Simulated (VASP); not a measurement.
Set up this calculation in VASP 6.6.1, as the native input.

| Item | Value |
| --- | --- |
| Task | single point |
| Functional | LDA |
| Potentials or basis | VASP PAW LDA potentials, release 64 (Ir_sv_GW) |
| Cutoff | 560 eV |
| k mesh | 18 × 18 × 18 |
| Occupations | gaussian, width 0.1 eV |
| Spin | no spin polarisation |
| Dipole correction | no |
| Further INCAR settings | ALGO = Normal; EDIFF = 1e-06; NBANDS = 14 |

The structure of Ir lies in POSCAR:

```
Ir
1.0
    0.0000000000      1.9054465953      1.9054465953
    1.9054465953      0.0000000000      1.9054465953
    1.9054465953      1.9054465953      0.0000000000
Ir
1
Direct
    0.0000000000      0.0000000000      0.0000000000
```

The input as run:

INCAR

```
PREC     = Accurate       # precision mode
ENCUT    = 560            # plane-wave cutoff, eV
EDIFF    = 1E-6           # SCF threshold, eV
ISMEAR   = 0              # smearing method
SIGMA    = 0.1            # smearing width, eV
LREAL    = False          # projectors in reciprocal space
LASPH    = True           # aspherical terms in the spheres
NELM     = 120            # most SCF steps
ALGO     = Normal         # electronic algorithm
ISIF     = 2              # what is computed and relaxed
LWAVE    = False          # write WAVECAR
LCHARG   = False          # write CHGCAR
NBANDS   = 14             # bands
GGA_COMPAT= False
```

KPOINTS

```
Automatic mesh
0
Gamma
  18 18 18
```

Potentials or basis: VASP PAW LDA potentials, release 64 (Ir_sv_GW).

Run with:

```console
$ cat potpaw_LDA.64/Ir_sv_GW/POTCAR > POTCAR
$ mpirun -np 1 vasp_std > vasp.out
```

Results of the run:

The pressure is -0.3 GPa and the band gap on the k mesh is zero (an odd number of electrons rules out a gap without spin polarisation).

Caveat: spin-orbit coupling is left out, which moves the levels of the heavy elements.

It took 35 s on 1 thread of Intel(R) Xeon(R) Platinum 8488C (Sapphire Rapids), on a shared host, peak memory 0.16 GiB.
